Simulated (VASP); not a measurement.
# Bi2Te3 (R-3m) in VASP: single point with PBE

Aim: the single point of Bi2Te3 with PBE.

Program: VASP 6.6.1. These are calculated values, not measurements. Logs are shortened: lines on timing, memory, paths and dates and some standing lists are left out, and cuts for length are marked.

## Step 1: The cell of the first run

It takes space group R-3m (No. 166, trigonal). The conventional cell has a = 4.386 Å, b = 4.386 Å, c = 30.497 Å, α = 90.00°, β = 90.00°, γ = 120.00°. Within 4.0 Å of Bi (site symmetry 3m) lie 6 Te at 3.07 to 3.25 Å. Te (site symmetry -3m) has 6 Bi at 3.25 Å and 12 Te at 4.39 to 4.55 Å within 4.6 Å. Within 4.0 Å of Te (site symmetry 3m) lie 3 Bi at 3.07 Å and 3 Te at 3.64 Å.

## Step 2: Single point, PBE

INCAR reads:

```
ALGO = Normal
EDIFF = 1E-6
ENCUT = 520
GGA = PE
ISIF = 2
ISMEAR = 0
LASPH = T
LCHARG = F
LREAL = F
LWAVE = F
NBANDS = 32
NELM = 60
PREC = Accurate
SIGMA = 0.1
```

KPOINTS reads:

```
k-points
0
Gamma
  6 6 6
```

POSCAR reads:

```
Bi2Te3
1.0
    2.1930005800      1.2661294700     10.1656703900
   -2.1930005800      1.2661294700     10.1656703900
    0.0000000000     -2.5322589500     10.1656703900
Bi Te
2 3
Direct
    0.4000000100      0.4000000100      0.4000000100
    0.5999999900      0.5999999900      0.5999999900
    0.0000000000      0.0000000000      0.0000000000
    0.2095000000      0.2095000000      0.2095000000
    0.7905000000      0.7905000000      0.7905000000
```

Potentials or basis: VASP PAW PBE potentials, release 64 (Bi_d, Te).

Command:

```
> cat potpaw_PBE.64/Bi_d/POTCAR potpaw_PBE.64/Te/POTCAR > POTCAR
> mpirun -np 1 vasp_std > vasp.out
```

OUTCAR:

```text
EDIFF = 1E-6
   ENCUT = 520
   GGA = PE
   ISIF = 2
   ISMEAR = 0
   LASPH = T
   LREAL = F
   NELM = 60
   PREC = Accurate

 ion  position               nearest neighbor table
   1  0.400  0.400  0.400-   5 3.07   5 3.07   5 3.07   3 3.25   3 3.25   3 3.25
   2  0.600  0.600  0.600-   4 3.07   4 3.07   4 3.07   3 3.25   3 3.25   3 3.25
   3  0.000  0.000  0.000-   2 3.25   1 3.25   2 3.25   2 3.25   1 3.25   1 3.25
   4  0.209  0.209  0.209-   2 3.07   2 3.07   2 3.07   5 3.64   5 3.64   5 3.64
   5  0.791  0.791  0.791-   1 3.07   1 3.07   1 3.07   4 3.64   4 3.64   4 3.64

  LATTYP: Found a trigonal (rhomboedric) cell.
 ALAT       =    10.4763156623
 COS(alpha) =     0.9123624281

  Lattice vectors:

 A1 = (   2.1930005800,   1.2661294700,  10.1656703900)
 A2 = (  -2.1930005800,   1.2661294700,  10.1656703900)
 A3 = (   0.0000000000,  -2.5322589500,  10.1656703900)

Analysis of symmetry for initial positions (statically):
=====================================================================
 Subroutine PRICEL returns:
 Original cell was already a primitive cell.

 Routine SETGRP: Setting up the symmetry group for a
 trigonal (rhombohedral) supercell.

 Subroutine GETGRP returns: Found 12 space group operations
 (whereof 12 operations were pure point group operations)
 out of a pool of 12 trial point group operations.

The static configuration has the point symmetry D_3d.

Analysis of symmetry for dynamics (positions and initial velocities):
=====================================================================
 Subroutine PRICEL returns:
 Original cell was already a primitive cell.

 Routine SETGRP: Setting up the symmetry group for a
 trigonal (rhombohedral) supercell.

 Subroutine GETGRP returns: Found 12 space group operations
 (whereof 12 operations were pure point group operations)
 out of a pool of 12 trial point group operations.

The dynamic configuration has the point symmetry D_3d.

 Subroutine INISYM returns: Found 12 space group operations
 (whereof 12 operations are pure point group operations),
 and found     1 'primitive' translations

----------------------------------------------------------------------------------------

                                     Primitive cell

  volume of cell :     169.3574

  direct lattice vectors                    reciprocal lattice vectors
     2.193000580  1.266129470 10.165670390     0.227998116  0.131634774  0.032790099
    -2.193000580  1.266129470 10.165670390    -0.227998116  0.131634774  0.032790099
     0.000000000 -2.532258950 10.165670390     0.000000000 -0.263269547  0.032790098

  length of vectors
    10.476315662 10.476315662 10.476315663     0.265303684  0.265303684  0.265303685

  position of ions in fractional coordinates (direct lattice)
     0.400000010  0.400000010  0.400000010
     0.599999990  0.599999990  0.599999990
     0.000000000  0.000000000  0.000000000
     0.209500000  0.209500000  0.209500000
     0.790500000  0.790500000  0.790500000

  ion indices of the primitive-cell ions
   primitive index   ion index
                 1           1
                 2           2
                 3           3
                 4           4
                 5           5

----------------------------------------------------------------------------------------

 KPOINTS: k-points

Automatic generation of k-mesh.
 Grid dimensions read from file:
 generate k-points for:    6    6    6

 Generating k-lattice:

  Cartesian coordinates                     Fractional coordinates (reciprocal lattice)
     0.037999686  0.021939129  0.005465016     0.166666667  0.000000000  0.000000000
    -0.037999686  0.021939129  0.005465016     0.000000000  0.166666667  0.000000000
     0.000000000 -0.043878258  0.005465016     0.000000000  0.000000000  0.166666667

  Length of vectors
     0.044217281  0.044217281  0.044217281

  Shift w.r.t. Gamma in fractional coordinates (k-lattice)
     0.000000000  0.000000000  0.000000000

 Subroutine IBZKPT returns following result:
 ===========================================

 Found     32 irreducible k-points:

 Following reciprocal coordinates:
            Coordinates               Weight
  0.000000  0.000000  0.000000      1.000000
  0.166667  0.000000  0.000000      6.000000
  0.333333  0.000000  0.000000      6.000000
  0.500000  0.000000  0.000000      3.000000
  0.166667  0.166667  0.000000      6.000000
  0.333333  0.166667  0.000000     12.000000
[... 16 lines left out ...]
  0.500000  0.500000  0.166667      6.000000
 -0.333333  0.500000  0.166667     12.000000
 [... further k-points ...]
   k-points           NKPTS =     32   k-points in BZ     NKDIM =     32   number of bands    NBANDS=     32
   number of dos      NEDOS =    301   number of ions     NIONS =      5
   total plane-waves  NPLWV = 512000
   dimension x,y,z NGX =    80 NGY =   80 NGZ =   80
   dimension x,y,z NGXF=   160 NGYF=  160 NGZF=  160
   ions per type =               2   3
   NGX,Y,Z   is equivalent  to a cutoff of  12.69, 12.69, 12.69 a.u.
   NGXF,Y,Z  is equivalent  to a cutoff of  25.39, 25.39, 25.39 a.u.
 SYSTEM =  unknown system
   PREC   = accura    normal or accurate (medium, high low for compatibility)
   ISTART =      0    job   : 0-new  1-cont  2-samecut
   ICHARG =      2    charge: 1-file 2-atom 10-const
   ISPIN  =      1    spin polarized calculation?
   LNONCOLLINEAR =      F non collinear calculations
   LSORBIT =      F    spin-orbit coupling
   LASPH  =      T    aspherical Exc in radial PAW
   ENCUT  =  520.0 eV  38.22 Ry    6.18 a.u.  19.48 19.48 19.48*2*pi/ulx,y,z
   NELM   =     60;   NELMIN=  2; NELMDL= -5     # of ELM steps
   EDIFF  = 0.1E-05   stopping-criterion for ELM
   LREAL  =      F    real-space projection
   EDIFFG = 0.1E-04   stopping-criterion for IOM
   NSW    =      0    number of steps for IOM
   IBRION =     -1    ionic relax: 0-MD 1-quasi-New 2-CG
   NFREE  =      0    steps in history (QN), initial steepest desc. (CG)
   ISIF   =      2    stress and relaxation
   ISYM   =      2    0-nonsym 1-usesym 2-fastsym
   POTIM  = 0.5000    time-step for ionic-motion
   TEBEG  =    0.0;   TEEND  =   0.0 temperature during run
   PSTRESS=    0.0 pullay stress
   NELECT =      48.0000    total number of electrons
   NUPDOWN=      -1.0000    fix difference up-down
   EMIN   =  10.00;   EMAX   =-10.00  energy-range for DOS
   EFERMI =   0.00;   METHOD = LEGACY
   ISMEAR =     0;   SIGMA  =   0.10  broadening in eV -4-tet -1-fermi 0-gaus
   EFERMI_NEDOS =   21; number of points for ismear=-14 and -15
   IALGO  =     38    algorithm
   IMIX   =      4    mixing-type and parameters
     AMIX     =   0.40;   BMIX     =  1.00
     AMIX_MAG =   1.60;   BMIX_MAG =  1.00
  volume/ion in A,a.u.               =      33.87       228.58
  Fermi-wavevector in a.u.,A,eV,Ry     =   1.075360  2.032136 15.733764  1.156399
  Thomas-Fermi vector in A             =   2.211214
   LORBIT       =      0    0 simple, 1 ext, 2 COOP (PROOUT), +10 PAW based schemes
   GGA     = PE    functional components
   LHFCALC =     F    Hartree Fock is set to
   AEXX    =    0.0000 exact exchange contribution
   IVDW    =     0    specifies the selected vdW correction
   LEPSILON=     F    determine dielectric tensor
   LRPA    =     F    only Hartree local field effects (RPA)
 non-spin polarized calculation
 Gauss-broadening in eV      SIGMA  =   0.10
  energy-cutoff  :      520.00
  volume of cell :      169.36
 maximum number of plane-waves:      4580
 NGX is ok and might be reduce to    80
   NGX = 39   NGY = 39   NGZ = 39

 number of electron      48.0000004 magnetization

 Free energy of the ion-electron system (eV)
  ---------------------------------------------------
  ext. energy  EPLUGINS =         0.00000000
  ---------------------------------------------------
  free energy    TOTEN  =       -18.33541725 eV

  energy without entropy =      -18.33534468  energy(sigma->0) =      -18.33538096

 E-fermi :   6.3638     XC(G=0):  -9.3291

 val. band max:        6.2232935671   @ k =   0.0000   0.0000   0.0000
 cond. band min:       6.5043536015   @ k =   0.0000   0.0000   0.0000
 fundamental gap:      0.2810600344
 Fermi energy:         6.3638333296

 k-point     1 :       0.0000    0.0000    0.0000
  band No.  band energies     occupation
      1     -16.9962      2.00000
      2     -16.9962      2.00000
      3     -16.9948      2.00000
      4     -16.9948      2.00000
      5     -16.9873      2.00000
      6     -16.9859      2.00000
[... 24 lines left out ...]
     31      11.0341      0.00000
     32      11.5563      0.00000

 k-point     2 :       0.1667    0.0000    0.0000
  band No.  band energies     occupation
      1     -16.9982      2.00000
      2     -16.9965      2.00000
      3     -16.9935      2.00000
      4     -16.9921      2.00000
      5     -16.9861      2.00000
      6     -16.9847      2.00000
[... 24 lines left out ...]
     31      10.3551      0.00000
     32      11.2219      0.00000

 k-point     3 :       0.3333    0.0000    0.0000
  band No.  band energies     occupation
      1     -17.0033      2.00000
      2     -17.0009      2.00000
      3     -16.9905      2.00000
      4     -16.9885      2.00000
      5     -16.9884      2.00000
      6     -16.9863      2.00000
[... 24 lines left out ...]
     31      10.3409      0.00000
     32      11.3714      0.00000

 k-point     4 :       0.5000    0.0000    0.0000
  band No.  band energies     occupation
      1     -17.0060      2.00000
      2     -17.0033      2.00000
      3     -16.9903      2.00000
      4     -16.9897      2.00000
      5     -16.9876      2.00000
      6     -16.9875      2.00000
[... 24 lines left out ...]
     31       9.8198      0.00000
     32      11.0131      0.00000

 k-point     5 :       0.1667    0.1667    0.0000
  band No.  band energies     occupation
      1     -16.9982      2.00000
      2     -16.9965      2.00000
      3     -16.9935      2.00000
      4     -16.9921      2.00000
      5     -16.9861      2.00000
      6     -16.9847      2.00000
[... 584 lines left out ...]
     31      10.8281      0.00000
     32      11.0235      0.00000

 k-point    22 :      -0.1667    0.3333    0.1667
  band No.  band energies     occupation
      1     -17.0027      2.00000
      2     -17.0006      2.00000
      3     -16.9924      2.00000
      4     -16.9897      2.00000
      5     -16.9874      2.00000
      6     -16.9856      2.00000
[... 24 lines left out ...]
     31      10.1798      0.00000
     32      11.9994      0.00000

 k-point    23 :       0.5000    0.5000    0.1667
  band No.  band energies     occupation
      1     -17.0032      2.00000
      2     -17.0010      2.00000
      3     -16.9905      2.00000
      4     -16.9885      2.00000
      5     -16.9884      2.00000
      6     -16.9863      2.00000
[... 24 lines left out ...]
     31      10.2998      0.00000
     32      11.1803      0.00000

 k-point    24 :      -0.3333    0.5000    0.1667
  band No.  band energies     occupation
      1     -17.0027      2.00000
      2     -17.0006      2.00000
      3     -16.9924      2.00000
      4     -16.9897      2.00000
      5     -16.9874      2.00000
      6     -16.9856      2.00000
[... 24 lines left out ...]
     31      10.8995      0.00000
     32      11.5250      0.00000

 [... further k-points ...]

------------------------ aborting loop because EDIFF is reached ----------------------------------------

  FORCE on cell =-STRESS in cart. coord.  units (eV):
  Direction    XX          YY          ZZ          XY          YZ          ZX
  --------------------------------------------------------------------------------------
  -------------------------------------------------------------------------------------
  Total        2.0524949      2.0524949      1.8686629      0.0000000     -0.0000000      0.0000000
  in kB       19.4172866     19.4172865     17.6781739      0.0000000     -0.0000000      0.0000000
  external PRESSURE =      18.8375823 kB  Pullay stress =       0.0000000 kB

 VOLUME and BASIS-vectors are now :
 -----------------------------------------------------------------------------
  energy-cutoff  :      520.00
  volume of cell :      169.36
      direct lattice vectors                 reciprocal lattice vectors
     2.193000580  1.266129470 10.165670390     0.227998116  0.131634774  0.032790099
    -2.193000580  1.266129470 10.165670390    -0.227998116  0.131634774  0.032790099
     0.000000000 -2.532258950 10.165670390     0.000000000 -0.263269547  0.032790098

 POSITION                                       TOTAL-FORCE (eV/Angst)
 -----------------------------------------------------------------------------------
      0.00000     -0.00000     12.19880        -0.000000     -0.000000      0.016216
      0.00000     -0.00000     18.29821        -0.000000      0.000000     -0.016216
      0.00000      0.00000      0.00000         0.000000      0.000000      0.000000
      0.00000     -0.00000      6.38912        -0.000000     -0.000000      0.024571
      0.00000     -0.00000     24.10789        -0.000000      0.000000     -0.024571
 -----------------------------------------------------------------------------------
    total drift:                                0.000000      0.000000     -0.000000

  FREE ENERGIE OF THE ION-ELECTRON SYSTEM (eV)
  ---------------------------------------------------
  free  energy   TOTEN  =       -18.3354172503 eV

  energy  without entropy=      -18.3353446762  energy(sigma->0) =      -18.33538096
```

It took 9.5 min on 1 thread of Intel Xeon Platinum 8375C at 2.90GHz (Ice Lake), shared host; peak memory 0.93 GiB.

Results:

- Free energy: -18.3354 eV
- Pressure: 1.9 GPa
- Largest force: 0.025 eV/Å
- Band gap on the k mesh: 0.28 eV

Forces in eV/Å, atoms in the order of the input:
```
Bi   0.000  0.000  0.016
Bi   0.000  0.000 -0.016
Te   0.000  0.000  0.000
Te   0.000  0.000  0.025
Te   0.000  0.000 -0.025
```

Levels at points of the mesh, in eV from the valence-band top:
```csv
k point,band 21,band 22,band 23,band 24,band 25,band 26,band 27,band 28
"(0.00, 0.00, 0.00)",-1.71,-0.87,-0.87,0.00,0.28,0.65,0.65,1.96
"(0.50, 0.00, 0.00)",-2.92,-2.42,-0.92,-0.51,0.57,1.05,2.74,2.77
"(0.50, 0.50, 0.00)",-2.00,-1.82,-1.56,-0.96,0.85,1.51,2.05,2.64
"(0.50, 0.50, 0.50)",-1.42,-1.16,-1.16,-0.44,0.83,1.13,1.13,1.64
```

Caveat: spin-orbit coupling is left out, which moves the levels of the heavy elements. A k mesh can miss the band edges.
